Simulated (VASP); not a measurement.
Au: single point with PBEsol

The system is Au.

```
Au
1.0
     0.00000    2.04177    2.04177
     2.04177    0.00000    2.04177
     2.04177    2.04177    0.00000
Au
1
Cartesian
  0.0000 0.0000 0.0000
```

| Property | Result |
| --- | --- |
| Program | VASP 6.6.1 |
| Task | single point |
| Functional | PBEsol |
| Potentials or basis | VASP PAW PBE potentials, release 64 (Au) |
| Cutoff | 520 eV |
| k mesh | 18 × 18 × 18 |
| Occupations | gaussian, width 0.1 eV |
| Spin | no spin polarisation |

- Pressure: -0.3 GPa

Levels at points of the mesh, in eV from the Fermi level:
| k point | band 3 | band 4 | band 5 | band 6 | band 7 | band 8 | band 9 | band 10 |
| --- | --- | --- | --- | --- | --- | --- | --- | --- |
| (0.00, 0.00, 0.00) | -4.65 | -4.65 | -3.12 | -3.12 | 14.53 | 18.53 | 18.53 | 18.53 |
| (0.50, 0.00, 0.00) | -4.69 | -1.91 | -1.91 | -1.00 | 3.09 | 13.97 | 17.13 | 17.13 |
| (0.50, 0.50, 0.00) | -1.96 | -1.59 | -1.59 | 0.98 | 5.78 | 9.99 | 9.99 | 17.21 |

It took 10 s on 1 thread of Intel(R) Xeon(R) 6975P-C (Granite Rapids) (shared host), peak memory 0.17 GiB.

Caveat: the PAW data sets were made with another functional, which shifts forces and pressure a little; spin-orbit coupling is left out, which moves the levels of the heavy elements.
